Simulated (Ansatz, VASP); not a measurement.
# Two plane-wave programs on BaTiO3

INCAR

```
PREC = Accurate ; ENCUT = 910
EDIFF = 1E-6 ; ISMEAR = -1
SIGMA = 0.0102 ; LREAL = F
LASPH = T ; NELM = 120
ALGO = Normal ; ISIF = 2
LWAVE = F ; LCHARG = T
GGA = RP ; LELF = T
LVHAR = T ; NBANDS = 28
GGA_COMPAT = F
```

KPOINTS

```
regular mesh
0
Gamma
  5 5 5
```

The input POSCAR:

```
BaTiO3
1.0
    3.9915085000      0.0000000000      0.0000000000
    0.0100976400      3.9914985300      0.0000000000
    0.0100976400      0.0100777000      3.9914786000
Ba Ti O
1 1 3
Direct
    0.0000000000      0.0000000000      0.0000000000
    0.4870000000      0.4870000000      0.4870000000
    0.5092000000      0.5092000000      0.0189000000
    0.0189000000      0.5092000000      0.5092000000
    0.5092000000      0.0189000000      0.5092000000
```

Input for Ansatz:

```yaml
crystal:
  lattice:
    - [3.9915085, 0.0, 0.0]
    - [0.01009764, 3.99149853, 0.0]
    - [0.01009764, 0.0100777, 3.9914786]
  atoms:
    - { symbol: Ba, position: [0.0, 0.0, 0.0] }
    - { symbol: Ti, position: [0.487, 0.487, 0.487] }
    - { symbol: O, position: [0.5092, 0.5092, 0.0189] }
    - { symbol: O, position: [0.0189, 0.5092, 0.5092] }
    - { symbol: O, position: [0.5092, 0.0189, 0.5092] }
  symmetry: { tolerance: 0.0003 }
kpoints:
  mp_grid: { grid: [5, 5, 5], shift: [0, 0, 0] }
magnetization:
  spin_polarized: false
scf:
  occupations: { method: fermi_dirac, width: 0.0102 }
hamiltonian:
  pseudopotentials: { kind: paw }
  xc: rpbe
basis:
  ecutwfc: 500
output:
  forces: true
  stress: true
  eigenvalues: true
  write_density: true
  write_potential: true
  elf: true
  volumetric_format: npy
```

Alike in both runs: task single point; functional RPBE; k mesh 5 × 5 × 5; occupations fermi-dirac, width 0.0102 eV; no spin polarisation.

|  | VASP | Ansatz |
| --- | --- | --- |
| version | VASP 6.6.1 | Ansatz 0.2.0 |
| potentials or method | VASP PAW PBE potentials, release 64 (Ba_sv, Ti_sv, O_h), cutoff 910 eV | PAW plane waves |
| valence electrons in the cell | 40 | 40 |

|  | VASP | Ansatz | Ansatz less VASP |
| --- | --- | --- | --- |
| gap on the k mesh at the Fermi level (eV) | 2.51 | 2.57 | +0.052 |
| rms of the force components (eV/Å) | 0.117 | 0.116 | -0.0008 |

VASP's potentials were made for PBE, not for RPBE. Atom by atom the forces differ by 0.008 eV/Å (rms over components). Ansatz's warnings: structure snapped to symmetry.

Spin-orbit coupling is off throughout. Noted on VASP's run: the cutoff is short for stress, so the pressure is rough.
